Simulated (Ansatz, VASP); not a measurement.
# Ba: VASP beside Ansatz

```
CELL_PARAMETERS angstrom
-2.45321 2.45321 2.45321
2.45321 -2.45321 2.45321
2.45321 2.45321 -2.45321
ATOMIC_POSITIONS crystal
Ba 0.00000 0.00000 0.00000
```

Alike in both runs: task single point; functional revPBE; k mesh 14 × 14 × 14; occupations fermi-dirac, width 0.1 eV; no spin polarisation.

|  | VASP | Ansatz |
| --- | --- | --- |
| version | VASP 6.6.1 | Ansatz 0.2.0 |
| potentials or method | VASP PAW PBE potentials, release 64 (Ba_sv), cutoff 520 eV | plane waves (420 eV) with PAW, scalar-relativistic |
| valence electrons in the cell | 10 | 10 |

|  | VASP | Ansatz | Ansatz less VASP |
| --- | --- | --- | --- |
| pressure (GPa) | 1.3 | 1.2 | -0.07 |

VASP's potentials were made for PBE, not for revPBE.

Spin-orbit coupling is off throughout.
